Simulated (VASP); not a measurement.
# Ge3Pd (Pm-3m) in VASP: further runs

The runs below take Ge3Pd through single point, with PBE.

Program: VASP 6.6.1. These are calculated values, not measurements. Logs are shortened: lines on timing, memory, paths and dates and some standing lists are left out, and cuts for length are marked.

**1. The cell of the first run**

It takes space group Pm-3m (No. 221, cubic). The conventional cell has a = 4.114 Å, b = 4.114 Å, c = 4.114 Å, α = 90.00°, β = 90.00°, γ = 90.00°. Within 3.8 Å of Pd (site symmetry m-3m) lie 12 Ge at 2.91 Å. Ge (site symmetry 4/mmm) has 4 Pd at 2.91 Å and 8 Ge at 2.91 Å within 3.8 Å.

**2. Single point, PBE**

INCAR reads:

```
SYSTEM = Ge3Pd
ALGO = Normal
EDIFF = 1E-7
ENCUT = 520
GGA = PE
ISIF = 2
ISMEAR = -1
LASPH = .True.
LCHARG = .False.
LREAL = .False.
LWAVE = .False.
NBANDS = 34
NELM = 100
PREC = Accurate
SIGMA = 0.05
```

KPOINTS reads:

```
k-points
0
Gamma
  7 7 7
  0 0 0
```

POSCAR reads:

```
Ge3Pd
1.0
    4.1142233503      0.0000000000      0.0000000000
    0.0000000000      4.1142233503      0.0000000000
    0.0000000000      0.0000000000      4.1142233503
Pd Ge
1 3
Direct
    0.0000000000      0.0000000000      0.0000000000
    0.5000000000      0.5000000000      0.0000000000
    0.5000000000      0.0000000000      0.5000000000
    0.0000000000      0.5000000000      0.5000000000
```

Potentials or basis: VASP PAW PBE potentials, release 64 (Pd, Ge_d).

Launch:

```sh
$ cat potpaw_PBE.64/Pd/POTCAR potpaw_PBE.64/Ge_d/POTCAR > POTCAR
$ mpirun -np 1 vasp_std > vasp.out
```

OUTCAR:

```text
SYSTEM = Ge3Pd
   EDIFF = 1E-7
   ENCUT = 520
   GGA = PE
   ISIF = 2
   ISMEAR = -1
   LASPH = .True.
   LREAL = .False.
   NELM = 100
   PREC = Accurate

 ion  position               nearest neighbor table
   1  0.000  0.000  0.000-   2 2.91   3 2.91   4 2.91   3 2.91   4 2.91   2 2.91   4 2.91   4 2.91
                             2 2.91   3 2.91   3 2.91   2 2.91
   2  0.500  0.500  0.000-   1 2.91   3 2.91   4 2.91   3 2.91   4 2.91   1 2.91   3 2.91   3 2.91
                             1 2.91   4 2.91   4 2.91   1 2.91
   3  0.500  0.000  0.500-   1 2.91   2 2.91   4 2.91   1 2.91   2 2.91   2 2.91   4 2.91   2 2.91
                             1 2.91   4 2.91   1 2.91   4 2.91
   4  0.000  0.500  0.500-   1 2.91   2 2.91   3 2.91   1 2.91   2 2.91   1 2.91   3 2.91   1 2.91
                             2 2.91   3 2.91   2 2.91   3 2.91

  LATTYP: Found a simple cubic cell.
 ALAT       =     4.1142233503

  Lattice vectors:

 A1 = (   4.1142233503,   0.0000000000,   0.0000000000)
 A2 = (   0.0000000000,   4.1142233503,   0.0000000000)
 A3 = (   0.0000000000,   0.0000000000,   4.1142233503)

Analysis of symmetry for initial positions (statically):
=====================================================================
 Subroutine PRICEL returns:
 Original cell was already a primitive cell.

 Routine SETGRP: Setting up the symmetry group for a
 simple cubic supercell.

 Subroutine GETGRP returns: Found 48 space group operations
 (whereof 48 operations were pure point group operations)
 out of a pool of 48 trial point group operations.

The static configuration has the point symmetry O_h .

Analysis of symmetry for dynamics (positions and initial velocities):
=====================================================================
 Subroutine PRICEL returns:
 Original cell was already a primitive cell.

 Routine SETGRP: Setting up the symmetry group for a
 simple cubic supercell.

 Subroutine GETGRP returns: Found 48 space group operations
 (whereof 48 operations were pure point group operations)
 out of a pool of 48 trial point group operations.

The dynamic configuration has the point symmetry O_h .

 Subroutine INISYM returns: Found 48 space group operations
 (whereof 48 operations are pure point group operations),
 and found     1 'primitive' translations

----------------------------------------------------------------------------------------

                                     Primitive cell

  volume of cell :      69.6408

  direct lattice vectors                    reciprocal lattice vectors
     4.114223350  0.000000000  0.000000000     0.243059240  0.000000000  0.000000000
     0.000000000  4.114223350  0.000000000     0.000000000  0.243059240  0.000000000
     0.000000000  0.000000000  4.114223350     0.000000000  0.000000000  0.243059240

  length of vectors
     4.114223350  4.114223350  4.114223350     0.243059240  0.243059240  0.243059240

  position of ions in fractional coordinates (direct lattice)
     0.000000000  0.000000000  0.000000000
     0.500000000  0.500000000  0.000000000
     0.500000000  0.000000000  0.500000000
     0.000000000  0.500000000  0.500000000

  ion indices of the primitive-cell ions
   primitive index   ion index
                 1           1
                 2           2
                 3           3
                 4           4

----------------------------------------------------------------------------------------

 KPOINTS: k-points

Automatic generation of k-mesh.
 Grid dimensions read from file:
 generate k-points for:    7    7    7

 Generating k-lattice:

  Cartesian coordinates                     Fractional coordinates (reciprocal lattice)
     0.034722749  0.000000000  0.000000000     0.142857143  0.000000000  0.000000000
     0.000000000  0.034722749  0.000000000     0.000000000  0.142857143  0.000000000
     0.000000000  0.000000000  0.034722749     0.000000000  0.000000000  0.142857143

  Length of vectors
     0.034722749  0.034722749  0.034722749

  Shift w.r.t. Gamma in fractional coordinates (k-lattice)
     0.000000000  0.000000000  0.000000000

 Subroutine IBZKPT returns following result:
 ===========================================

 Found     20 irreducible k-points:

 Following reciprocal coordinates:
            Coordinates               Weight
  0.000000  0.000000  0.000000      1.000000
  0.142857  0.000000  0.000000      6.000000
  0.285714  0.000000  0.000000      6.000000
  0.428571  0.000000  0.000000      6.000000
  0.142857  0.142857  0.000000     12.000000
  0.285714  0.142857  0.000000     24.000000
[... 12 lines left out ...]
  0.428571  0.428571  0.285714     24.000000
  0.428571  0.428571  0.428571      8.000000
   k-points           NKPTS =     20   k-points in BZ     NKDIM =     20   number of bands    NBANDS=     34
   number of dos      NEDOS =    301   number of ions     NIONS =      4
   total plane-waves  NPLWV =  32768
   dimension x,y,z NGX =    32 NGY =   32 NGZ =   32
   dimension x,y,z NGXF=    64 NGYF=   64 NGZF=   64
   ions per type =               1   3
   NGX,Y,Z   is equivalent  to a cutoff of  12.93, 12.93, 12.93 a.u.
   NGXF,Y,Z  is equivalent  to a cutoff of  25.86, 25.86, 25.86 a.u.
 SYSTEM =  Ge3Pd
   PREC   = accura    normal or accurate (medium, high low for compatibility)
   ISTART =      0    job   : 0-new  1-cont  2-samecut
   ICHARG =      2    charge: 1-file 2-atom 10-const
   ISPIN  =      1    spin polarized calculation?
   LNONCOLLINEAR =      F non collinear calculations
   LSORBIT =      F    spin-orbit coupling
   LASPH  =      T    aspherical Exc in radial PAW
   ENCUT  =  520.0 eV  38.22 Ry    6.18 a.u.   7.65  7.65  7.65*2*pi/ulx,y,z
   NELM   =    100;   NELMIN=  2; NELMDL= -5     # of ELM steps
   EDIFF  = 0.1E-06   stopping-criterion for ELM
   LREAL  =      F    real-space projection
   EDIFFG = 0.1E-05   stopping-criterion for IOM
   NSW    =      0    number of steps for IOM
   IBRION =     -1    ionic relax: 0-MD 1-quasi-New 2-CG
   NFREE  =      0    steps in history (QN), initial steepest desc. (CG)
   ISIF   =      2    stress and relaxation
   ISYM   =      2    0-nonsym 1-usesym 2-fastsym
   POTIM  = 0.5000    time-step for ionic-motion
   TEBEG  =    0.0;   TEEND  =   0.0 temperature during run
   PSTRESS=    0.0 pullay stress
   NELECT =      52.0000    total number of electrons
   NUPDOWN=      -1.0000    fix difference up-down
   EMIN   =  10.00;   EMAX   =-10.00  energy-range for DOS
   EFERMI =   0.00;   METHOD = LEGACY
   ISMEAR =    -1;   SIGMA  =   0.05  broadening in eV -4-tet -1-fermi 0-gaus
   EFERMI_NEDOS =   21; number of points for ismear=-14 and -15
   IALGO  =     38    algorithm
   IMIX   =      4    mixing-type and parameters
     AMIX     =   0.40;   BMIX     =  1.00
     AMIX_MAG =   1.60;   BMIX_MAG =  1.00
  volume/ion in A,a.u.               =      17.41       117.49
  Fermi-wavevector in a.u.,A,eV,Ry     =   1.485211  2.806641 30.012424  2.205851
  Thomas-Fermi vector in A             =   2.598651
   LORBIT       =      0    0 simple, 1 ext, 2 COOP (PROOUT), +10 PAW based schemes
   GGA     = PE    functional components
   LHFCALC =     F    Hartree Fock is set to
   AEXX    =    0.0000 exact exchange contribution
   IVDW    =     0    specifies the selected vdW correction
   LEPSILON=     F    determine dielectric tensor
   LRPA    =     F    only Hartree local field effects (RPA)
 non-spin polarized calculation
  energy-cutoff  :      520.00
  volume of cell :       69.64
 maximum number of plane-waves:      1891
 NGX is ok and might be reduce to    32
   NGX = 15   NGY = 15   NGZ = 15

 number of electron      52.0000004 magnetization

 Free energy of the ion-electron system (eV)
  ---------------------------------------------------
  ext. energy  EPLUGINS =         0.00000000
  ---------------------------------------------------
  free energy    TOTEN  =       -18.47151250 eV

  energy without entropy =      -18.45542722  energy(sigma->0) =      -18.46346986

 E-fermi :   7.8160     XC(G=0): -11.8143

 val. band max:        7.7890325902   @ k =   0.4286   0.4286   0.1429
 cond. band min:       7.8274390324   @ k =   0.4286   0.4286   0.0000
 fundamental gap:      0.0384064423
 Fermi energy:         7.8159729508

 k-point     1 :       0.0000    0.0000    0.0000
  band No.  band energies     occupation
      1     -16.9961      2.00000
      2     -16.9961      2.00000
      3     -16.9961      2.00000
      4     -16.9843      2.00000
      5     -16.9308      2.00000
      6     -16.9308      2.00000
[... 26 lines left out ...]
     33      13.5082      0.00000
     34      16.8572      0.00000

 k-point     2 :       0.1429    0.0000    0.0000
  band No.  band energies     occupation
      1     -16.9949      2.00000
      2     -16.9878      2.00000
      3     -16.9878      2.00000
      4     -16.9787      2.00000
      5     -16.9299      2.00000
      6     -16.9259      2.00000
[... 26 lines left out ...]
     33      12.9601      0.00000
     34      16.8483      0.00000

 k-point     3 :       0.2857    0.0000    0.0000
  band No.  band energies     occupation
      1     -16.9919      2.00000
      2     -16.9643      2.00000
      3     -16.9643      2.00000
      4     -16.9638      2.00000
      5     -16.9278      2.00000
      6     -16.9128      2.00000
[... 26 lines left out ...]
     33      13.0229      0.00000
     34      16.8263      0.00000
[... 556 lines left out ...]
 k-point    19 :       0.4286    0.4286    0.2857
  band No.  band energies     occupation
      1     -16.9546      2.00000
      2     -16.9460      2.00000
      3     -16.9445      2.00000
      4     -16.9400      2.00000
      5     -16.9318      2.00000
      6     -16.9296      2.00000
[... 26 lines left out ...]
     33      15.4186      0.00000
     34      18.1866      0.00000

 k-point    20 :       0.4286    0.4286    0.4286
  band No.  band energies     occupation
      1     -16.9554      2.00000
      2     -16.9496      2.00000
      3     -16.9496      2.00000
      4     -16.9409      2.00000
      5     -16.9409      2.00000
      6     -16.9379      2.00000
[... 26 lines left out ...]
     33      15.4373      0.00000
     34      19.6100      0.00000

------------------------ aborting loop because EDIFF is reached ----------------------------------------

  FORCE on cell =-STRESS in cart. coord.  units (eV):
  Direction    XX          YY          ZZ          XY          YZ          ZX
  --------------------------------------------------------------------------------------
  -------------------------------------------------------------------------------------
  Total        0.7685094      0.7685094      0.7685094     -0.0000000      0.0000000     -0.0000000
  in kB       17.6805660     17.6805660     17.6805660     -0.0000000      0.0000000     -0.0000000
  external PRESSURE =      17.6805660 kB  Pullay stress =       0.0000000 kB

 VOLUME and BASIS-vectors are now :
 -----------------------------------------------------------------------------
  energy-cutoff  :      520.00
  volume of cell :       69.64
      direct lattice vectors                 reciprocal lattice vectors
     4.114223350  0.000000000  0.000000000     0.243059240  0.000000000  0.000000000
     0.000000000  4.114223350  0.000000000     0.000000000  0.243059240  0.000000000
     0.000000000  0.000000000  4.114223350     0.000000000  0.000000000  0.243059240

 POSITION                                       TOTAL-FORCE (eV/Angst)
 -----------------------------------------------------------------------------------
      0.00000      0.00000      0.00000         0.000000      0.000000      0.000000
      2.05711      2.05711      0.00000         0.000000      0.000000      0.000000
      2.05711      0.00000      2.05711         0.000000      0.000000      0.000000
      0.00000      2.05711      2.05711         0.000000      0.000000      0.000000
 -----------------------------------------------------------------------------------
    total drift:                                0.000000     -0.000000     -0.000000

  FREE ENERGIE OF THE ION-ELECTRON SYSTEM (eV)
  ---------------------------------------------------
  free  energy   TOTEN  =       -18.4715124999 eV

  energy  without entropy=      -18.4554272172  energy(sigma->0) =      -18.46346986
```

Wall time 70 s (1 thread of AMD EPYC 7R13, shared host); peak memory 0.17 GiB.

Results:

- Free energy: -18.4715 eV
- Pressure: 1.8 GPa
- Band gap on the k mesh: zero (band 26 reaches 7.97 eV, above the bottom of band 27 at 6.37 eV)

[end of part 1 of 3]
